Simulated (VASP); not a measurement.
Os:

```
Os
1.0
     0.00000    1.87621    1.87621
     1.87621    0.00000    1.87621
     1.87621    1.87621    0.00000
Os
1
Direct
  0.00000 0.00000 0.00000
```

This cell differs from its parent crystal: volume scaled by 0.96.

Base run:

- Program: VASP 6.6.1
- Functional: LDA
- Potentials or basis: VASP PAW LDA potentials, release 64 (Os)
- Cutoff: 520 eV
- k mesh: 16 × 16 × 16
- Occupations: fermi-dirac, width 0.1 eV
- Spin: no spin polarisation

Its results: band gap on the k mesh zero (band 4 reaches 12.85 eV, above the bottom of band 5 at 8.34 eV); pressure 21.1 GPa.

Task: The run is repeated on the same cell with these changes: potentials or basis from VASP PAW LDA potentials, release 64 (Os) to VASP PAW LDA potentials, release 64 (Os_sv_GW); cutoff from 520 eV to 500 eV; further incar settings from ALGO = Normal; EDIFF = 1e-07; NBANDS = 10 to ALGO = Normal; EDIFF = 1e-06; NBANDS = 14; valence electrons from 8 to 16. What comes out?

Result: Band gap on the k mesh zero (band 8 reaches 17.24 eV, above the bottom of band 9 at 12.69 eV); pressure 19.1 GPa.

Caveats: spin-orbit coupling is left out, which moves the levels of the heavy elements.
